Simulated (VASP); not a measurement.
# NaF (R3m) in VASP: notebook

NaF is run at these levels: PBE; tasks: single point.

Program: VASP 6.6.1. These are calculated values, not measurements. Logs are shortened: lines on timing, memory, paths and dates and some standing lists are left out, and cuts for length are marked.

## (1) The cell of the first run

Symmetry: R3m, No. 160, trigonal system. Conventional cell: a = 9.842 Å, b = 9.842 Å, c = 3.074 Å, α = 90.00°, β = 90.00°, γ = 120.00°. Na (site symmetry m) has 5 F at 2.21 to 2.36 Å within 2.9 Å. F (site symmetry m) has 5 Na at 2.21 to 2.36 Å within 2.9 Å.

The cell was generated, and may not be a known phase.

## (2) Single point, PBE

The input, INCAR:

```
SYSTEM = NaF
PREC     = Accurate       ! precision mode
ENCUT    = 600            ! plane-wave cutoff, eV
EDIFF    = 1E-6           ! SCF threshold, eV
ISMEAR   = 0              ! smearing method
SIGMA    = 0.1            ! smearing width, eV
LREAL    = .FALSE.        ! projectors in reciprocal space
LASPH    = .TRUE.         ! aspherical terms in the spheres
NELM     = 120            ! most SCF steps
ALGO     = Normal         ! electronic algorithm
ISIF     = 2              ! what is computed and relaxed
LWAVE    = .FALSE.        ! write WAVECAR
LCHARG   = .TRUE.         ! write CHGCAR
GGA      = PE             ! functional
LELF     = .TRUE.         ! ELF
LVHAR    = .TRUE.       
NBANDS   = 30             ! bands
GGA_COMPAT= .FALSE.
```

The input, KPOINTS:

```
regular mesh
0
G
  6 6 6
  0 0 0
```

The input, POSCAR:

```
NaF
1.0
    4.9212192000      2.8412672000      1.0248192000
   -4.9212192000      2.8412672000      1.0248192000
    0.0000000000     -5.6825345000      1.0248192000
Na F
3 3
Direct
    0.3501670000      0.3501670000      0.0397200000
    0.3501670000      0.0397200000      0.3501670000
    0.0397200000      0.3501670000      0.3501670000
    0.6495350000      0.6495350000      0.9608760000
    0.6495350000      0.9608760000      0.6495350000
    0.9608760000      0.6495350000      0.6495350000
```

Potentials or basis: VASP PAW PBE potentials, release 64 (Na_pv, F).

On the command line:

```console
$ cat potpaw_PBE.64/Na_pv/POTCAR potpaw_PBE.64/F/POTCAR > POTCAR
$ mpirun -np 1 vasp_std > vasp.out
```

OUTCAR:

```text
SYSTEM = NaF
   PREC = Accurate
   ENCUT = 600
   EDIFF = 1E-6
   ISMEAR = 0
   LREAL = .FALSE.
   LASPH = .TRUE.
   NELM = 120
   ISIF = 2
   GGA = PE

 ion  position               nearest neighbor table
   1  0.350  0.350  0.040-   4 2.21   6 2.33   5 2.33
   2  0.350  0.040  0.350-   5 2.21   4 2.33   6 2.33
   3  0.040  0.350  0.350-   6 2.21   4 2.33   5 2.33
   4  0.650  0.650  0.961-   1 2.21   3 2.33   2 2.33
   5  0.650  0.961  0.650-   2 2.21   1 2.33   3 2.33
   6  0.961  0.650  0.650-   3 2.21   1 2.33   2 2.33

  LATTYP: Found a trigonal (rhomboedric) cell.
 ALAT       =     5.7742058100
 COS(alpha) =    -0.4527500573

  Lattice vectors:

 A1 = (   4.9212192000,   2.8412672000,   1.0248192000)
 A2 = (  -4.9212192000,   2.8412672000,   1.0248192000)
 A3 = (   0.0000000000,  -5.6825345000,   1.0248192000)

Analysis of symmetry for initial positions (statically):
=====================================================================
 Subroutine PRICEL returns:
 Original cell was already a primitive cell.

 Routine SETGRP: Setting up the symmetry group for a
 trigonal (rhombohedral) supercell.

 Subroutine GETGRP returns: Found  6 space group operations
 (whereof  6 operations were pure point group operations)
 out of a pool of 12 trial point group operations.

The static configuration has the point symmetry C_3v.

Analysis of symmetry for dynamics (positions and initial velocities):
=====================================================================
 Subroutine PRICEL returns:
 Original cell was already a primitive cell.

 Routine SETGRP: Setting up the symmetry group for a
 trigonal (rhombohedral) supercell.

 Subroutine GETGRP returns: Found  6 space group operations
 (whereof  6 operations were pure point group operations)
 out of a pool of 12 trial point group operations.

The dynamic configuration has the point symmetry C_3v.

 Subroutine INISYM returns: Found  6 space group operations
 (whereof  6 operations are pure point group operations),
 and found     1 'primitive' translations

----------------------------------------------------------------------------------------

                                     Primitive cell

  volume of cell :      85.9772

  direct lattice vectors                    reciprocal lattice vectors
     4.921219200  2.841267200  1.024819200     0.101600839  0.058659272  0.325260627
    -4.921219200  2.841267200  1.024819200    -0.101600839  0.058659272  0.325260627
     0.000000000 -5.682534500  1.024819200     0.000000000 -0.117318543  0.325260621

  length of vectors
     5.774205756  5.774205756  5.774205810     0.345771769  0.345771769  0.345771763

  position of ions in fractional coordinates (direct lattice)
     0.350167000  0.350167000  0.039720000
     0.350167000  0.039720000  0.350167000
     0.039720000  0.350167000  0.350167000
     0.649535000  0.649535000  0.960876000
     0.649535000  0.960876000  0.649535000
     0.960876000  0.649535000  0.649535000

  ion indices of the primitive-cell ions
   primitive index   ion index
                 1           1
                 2           2
                 3           3
                 4           4
                 5           5
                 6           6

----------------------------------------------------------------------------------------

 KPOINTS: regular mesh

Automatic generation of k-mesh.
 Grid dimensions read from file:
 generate k-points for:    6    6    6

 Generating k-lattice:

  Cartesian coordinates                     Fractional coordinates (reciprocal lattice)
     0.016933473  0.009776545  0.054210104     0.166666667 -0.000000000  0.000000000
    -0.016933473  0.009776545  0.054210104    -0.000000000  0.166666667  0.000000000
     0.000000000 -0.019553091  0.054210104     0.000000000  0.000000000  0.166666667

  Length of vectors
     0.057628628  0.057628628  0.057628627

  Shift w.r.t. Gamma in fractional coordinates (k-lattice)
     0.000000000  0.000000000  0.000000000

 Subroutine IBZKPT returns following result:
 ===========================================

 Found     32 irreducible k-points:

 Following reciprocal coordinates:
            Coordinates               Weight
  0.000000  0.000000  0.000000      1.000000
  0.166667 -0.000000  0.000000      6.000000
  0.333333 -0.000000  0.000000      6.000000
  0.500000 -0.000000  0.000000      3.000000
  0.166667  0.166667  0.000000      6.000000
  0.333333  0.166667  0.000000     12.000000
[... 16 lines left out ...]
  0.500000  0.500000  0.166667      6.000000
 -0.333333  0.500000  0.166667     12.000000
 [... further k-points ...]
   k-points           NKPTS =     32   k-points in BZ     NKDIM =     32   number of bands    NBANDS=     30
   number of dos      NEDOS =    301   number of ions     NIONS =      6
   total plane-waves  NPLWV = 110592
   dimension x,y,z NGX =    48 NGY =   48 NGZ =   48
   dimension x,y,z NGXF=    96 NGYF=   96 NGZF=   96
   ions per type =               3   3
   NGX,Y,Z   is equivalent  to a cutoff of  13.82, 13.82, 13.82 a.u.
   NGXF,Y,Z  is equivalent  to a cutoff of  27.64, 27.64, 27.64 a.u.
 SYSTEM =  NaF
   PREC   = accura    normal or accurate (medium, high low for compatibility)
   ISTART =      0    job   : 0-new  1-cont  2-samecut
   ICHARG =      2    charge: 1-file 2-atom 10-const
   ISPIN  =      1    spin polarized calculation?
   LNONCOLLINEAR =      F non collinear calculations
   LSORBIT =      F    spin-orbit coupling
   LASPH  =      T    aspherical Exc in radial PAW
   ENCUT  =  600.0 eV  44.10 Ry    6.64 a.u.  11.53 11.53 11.53*2*pi/ulx,y,z
   NELM   =    120;   NELMIN=  2; NELMDL= -5     # of ELM steps
   EDIFF  = 0.1E-05   stopping-criterion for ELM
   LREAL  =      F    real-space projection
   EDIFFG = 0.1E-04   stopping-criterion for IOM
   NSW    =      0    number of steps for IOM
   IBRION =     -1    ionic relax: 0-MD 1-quasi-New 2-CG
   NFREE  =      0    steps in history (QN), initial steepest desc. (CG)
   ISIF   =      2    stress and relaxation
   ISYM   =      2    0-nonsym 1-usesym 2-fastsym
   POTIM  = 0.5000    time-step for ionic-motion
   TEBEG  =    0.0;   TEEND  =   0.0 temperature during run
   PSTRESS=    0.0 pullay stress
   NELECT =      42.0000    total number of electrons
   NUPDOWN=      -1.0000    fix difference up-down
   EMIN   =  10.00;   EMAX   =-10.00  energy-range for DOS
   EFERMI =   0.00;   METHOD = LEGACY
   ISMEAR =     0;   SIGMA  =   0.10  broadening in eV -4-tet -1-fermi 0-gaus
   EFERMI_NEDOS =   21; number of points for ismear=-14 and -15
   IALGO  =     38    algorithm
   IMIX   =      4    mixing-type and parameters
     AMIX     =   0.40;   BMIX     =  1.00
     AMIX_MAG =   1.60;   BMIX_MAG =  1.00
  volume/ion in A,a.u.               =      14.33        96.70
  Fermi-wavevector in a.u.,A,eV,Ry     =   1.289328  2.436477 22.617880  1.662367
  Thomas-Fermi vector in A             =   2.421228
   LORBIT       =      0    0 simple, 1 ext, 2 COOP (PROOUT), +10 PAW based schemes
   GGA     = PE    functional components
   LHFCALC =     F    Hartree Fock is set to
   AEXX    =    0.0000 exact exchange contribution
   IVDW    =     0    specifies the selected vdW correction
   LEPSILON=     F    determine dielectric tensor
   LRPA    =     F    only Hartree local field effects (RPA)
 non-spin polarized calculation
 Gauss-broadening in eV      SIGMA  =   0.10
  energy-cutoff  :      600.00
  volume of cell :       85.98
 maximum number of plane-waves:      2893
 NGX is ok and might be reduce to    48
   NGX = 23   NGY = 23   NGZ = 23

 number of electron      42.0000004 magnetization

 Free energy of the ion-electron system (eV)
  ---------------------------------------------------
  ext. energy  EPLUGINS =         0.00000000
  ---------------------------------------------------
  free energy    TOTEN  =       -25.13845630 eV

  energy without entropy =      -25.13845630  energy(sigma->0) =      -25.13845630

 E-fermi :  -1.9728     XC(G=0):  -8.4111

 val. band max:       -2.4955182589   @ k =   0.5000   0.5000   0.0000
 cond. band min:       2.9604420953   @ k =   0.0000   0.0000   0.0000
 fundamental gap:      5.4559603542
 Fermi energy:        -1.9728410003

 k-point     1 :       0.0000    0.0000    0.0000
  band No.  band energies     occupation
      1     -22.4515      2.00000
      2     -22.4515      2.00000
      3     -22.0768      2.00000
      4     -21.9930      2.00000
      5     -21.9654      2.00000
      6     -21.9654      2.00000
[... 22 lines left out ...]
     29      14.7284      0.00000
     30      16.5182      0.00000

 k-point     2 :       0.1667   -0.0000    0.0000
  band No.  band energies     occupation
      1     -22.4043      2.00000
      2     -22.3875      2.00000
      3     -22.1516      2.00000
      4     -22.0659      2.00000
      5     -21.9859      2.00000
      6     -21.9800      2.00000
[... 22 lines left out ...]
     29      13.8516      0.00000
     30      14.8195      0.00000

 k-point     3 :       0.3333   -0.0000    0.0000
  band No.  band energies     occupation
      1     -22.3987      2.00000
      2     -22.2762      2.00000
      3     -22.2458      2.00000
      4     -22.0495      2.00000
      5     -22.0290      2.00000
      6     -22.0252      2.00000
[... 22 lines left out ...]
     29      12.3665      0.00000
     30      13.8279      0.00000

 k-point     4 :       0.5000   -0.0000    0.0000
  band No.  band energies     occupation
      1     -22.4683      2.00000
      2     -22.2487      2.00000
      3     -22.1767      2.00000
      4     -22.0587      2.00000
      5     -22.0188      2.00000
      6     -22.0173      2.00000
[... 616 lines left out ...]
     29      12.5313      0.00000
     30      14.0186      0.00000

 k-point    23 :       0.5000    0.5000    0.1667
  band No.  band energies     occupation
      1     -22.4057      2.00000
      2     -22.3360      2.00000
      3     -22.2880      2.00000
      4     -22.0001      2.00000
      5     -21.9947      2.00000
      6     -21.9869      2.00000
[... 22 lines left out ...]
     29      13.7196      0.00000
     30      14.1084      0.00000

 k-point    24 :      -0.3333    0.5000    0.1667
  band No.  band energies     occupation
      1     -22.4118      2.00000
      2     -22.2741      2.00000
      3     -22.2385      2.00000
      4     -22.0390      2.00000
      5     -22.0268      2.00000
      6     -22.0118      2.00000
[... 22 lines left out ...]
     29      12.9064      0.00000
     30      13.7084      0.00000

 [... further k-points ...]

------------------------ aborting loop because EDIFF is reached ----------------------------------------

  FORCE on cell =-STRESS in cart. coord.  units (eV):
  Direction    XX          YY          ZZ          XY          YZ          ZX
  --------------------------------------------------------------------------------------
  -------------------------------------------------------------------------------------
  Total       -0.0719798     -0.0719798     -0.0959116      0.0000000      0.0000000     -0.0000000
  in kB       -1.3413371     -1.3413371     -1.7873047      0.0000000      0.0000001     -0.0000000
  external PRESSURE =      -1.4899930 kB  Pullay stress =       0.0000000 kB

 VOLUME and BASIS-vectors are now :
 -----------------------------------------------------------------------------
  energy-cutoff  :      600.00
  volume of cell :       85.98
      direct lattice vectors                 reciprocal lattice vectors
     4.921219200  2.841267200  1.024819200     0.101600839  0.058659272  0.325260627
    -4.921219200  2.841267200  1.024819200    -0.101600839  0.058659272  0.325260627
     0.000000000 -5.682534500  1.024819200     0.000000000 -0.117318543  0.325260621

 POSITION                                       TOTAL-FORCE (eV/Angst)
 -----------------------------------------------------------------------------------
      0.00000      1.76413      0.75842         0.000000     -0.006279     -0.004991
      1.52778     -0.88206      0.75842        -0.005438      0.003139     -0.004991
     -1.52778     -0.88206      0.75842         0.005438      0.003139     -0.004991
      0.00000     -1.76921      2.31604         0.000000      0.008140      0.004991
     -1.53218      0.88460      2.31604         0.007050     -0.004070      0.004991
      1.53218      0.88460      2.31604        -0.007050     -0.004070      0.004991
 -----------------------------------------------------------------------------------
    total drift:                                0.000000      0.000000      0.000363

  FREE ENERGIE OF THE ION-ELECTRON SYSTEM (eV)
  ---------------------------------------------------
  free  energy   TOTEN  =       -25.1384562981 eV

  energy  without entropy=      -25.1384562981  energy(sigma->0) =      -25.13845630
```

Wall time 2 min (1 thread of Oxide Virtual Turin-like, shared host); peak memory 0.3 GiB.

What came out:

| Item | Value |
| --- | --- |
| Free energy | -25.1385 eV |
| Pressure | -0.1 GPa |
| Largest force | 0.010 eV/Å |
| Band gap on the k mesh | 5.46 eV |

Forces in eV/Å, atoms in the order of the input:
```
Na   0.000 -0.006 -0.005
Na  -0.005  0.003 -0.005
Na   0.005  0.003 -0.005
F    0.000  0.008  0.005
F    0.007 -0.004  0.005
F   -0.007 -0.004  0.005
```

A k mesh can miss the band edges.

## (3) Single point, PBE

The input, INCAR:

```
SYSTEM = NaF
ALGO = Normal
EDIFF = 1E-6
ENCUT = 600
GGA = PE
GGA_COMPAT = .False.
ISIF = 2
ISMEAR = 0
LASPH = .True.
LCHARG = .False.
LREAL = .False.
LWAVE = .False.
NBANDS = 30
NELM = 120
PREC = Accurate
SIGMA = 0.02
```

The input, KPOINTS:

```
k-points
0
Gamma
  12 12 12
  0 0 0
```

POSCAR, as its differences from that of step 2:

```diff
@@ -2,5 +2,5 @@
 1.0
-    4.9212192000      2.8412672000      1.0248192000
-   -4.9212192000      2.8412672000      1.0248192000
-    0.0000000000     -5.6825345000      1.0248192000
+    4.9212192030      2.8412672149      1.0248192462
+   -4.9212192030      2.8412672149      1.0248192462
+    0.0000000000     -5.6825344799      1.0248191076
 Na F
```

Potentials or basis: VASP PAW PBE potentials, release 64 (Na_pv, F).

On the command line:

```console
$ cat potpaw_PBE.64/Na_pv/POTCAR potpaw_PBE.64/F/POTCAR > POTCAR
$ mpirun -np 1 vasp_std > vasp.out
```

OUTCAR:

```text
SYSTEM = NaF
   EDIFF = 1E-6
   ENCUT = 600
   GGA = PE
   ISIF = 2
   ISMEAR = 0
   LASPH = .True.
   LREAL = .False.
   NELM = 120
   PREC = Accurate

 ion  position               nearest neighbor table
   1  0.350  0.350  0.040-   4 2.21   6 2.33   5 2.33
   2  0.350  0.040  0.350-   5 2.21   4 2.33   6 2.33
   3  0.040  0.350  0.350-   6 2.21   4 2.33   5 2.33
   4  0.650  0.650  0.961-   1 2.21   3 2.33   2 2.33
   5  0.650  0.961  0.650-   2 2.21   1 2.33   3 2.33
   6  0.961  0.650  0.650-   3 2.21   1 2.33   2 2.33
[... 1000 lines left out ...]
  -------------------------------------------------------------------------------------
  Total       -0.0713717     -0.0713717     -0.0954715      0.0000000      0.0000000      0.0000000
  in kB       -1.3300048     -1.3300048     -1.7791029      0.0000000      0.0000000      0.0000000
  external PRESSURE =      -1.4797042 kB  Pullay stress =       0.0000000 kB

 VOLUME and BASIS-vectors are now :
 -----------------------------------------------------------------------------
  energy-cutoff  :      600.00
  volume of cell :       85.98
      direct lattice vectors                 reciprocal lattice vectors
     4.921219203  2.841267215  1.024819246     0.101600839  0.058659266  0.325260626
    -4.921219203  2.841267215  1.024819246    -0.101600839  0.058659266  0.325260626
     0.000000000 -5.682534480  1.024819108     0.000000000 -0.117318549  0.325260623

 POSITION                                       TOTAL-FORCE (eV/Angst)
 -----------------------------------------------------------------------------------
      0.00000      1.76413      0.75842         0.000000     -0.006275     -0.004996
      1.52778     -0.88206      0.75842        -0.005435      0.003138     -0.004996
     -1.52778     -0.88206      0.75842         0.005435      0.003138     -0.004996
      0.00000     -1.76921      2.31604         0.000000      0.008135      0.004996
     -1.53218      0.88460      2.31604         0.007045     -0.004068      0.004996
      1.53218      0.88460      2.31604        -0.007045     -0.004068      0.004996
 -----------------------------------------------------------------------------------
    total drift:                                0.000000      0.000000      0.000360

  FREE ENERGIE OF THE ION-ELECTRON SYSTEM (eV)
  ---------------------------------------------------
  free  energy   TOTEN  =       -25.1384524812 eV

  energy  without entropy=      -25.1384524812  energy(sigma->0) =      -25.13845248
```

stdout:

```text
POSCAR found type information on POSCAR NaF
 POSCAR found :  2 types and       6 ions
 scaLAPACK will be used
 LDA part: xc-table for (Slater+PW92), standard interpolation
 POSCAR, INCAR and KPOINTS ok, starting setup
 FFT: planning ... GRIDC
 FFT: planning ... GRID_SOFT
 FFT: planning ... GRID
 WAVECAR not read
 entering main loop
```

It took 13 min on 1 thread of Oxide Virtual Turin-like, shared host; peak memory 0.58 GiB.

Results:

* Free energy: -25.1385 eV
* Pressure: -0.1 GPa
* Largest force: 0.010 eV/Å
* Band gap on the k mesh: 5.46 eV

Forces in eV/Å, atoms in the order of the input:
```
Na   0.000 -0.006 -0.005
Na  -0.005  0.003 -0.005
Na   0.005  0.003 -0.005
F    0.000  0.008  0.005
F    0.007 -0.004  0.005
F   -0.007 -0.004  0.005
```

A k mesh can miss the band edges.
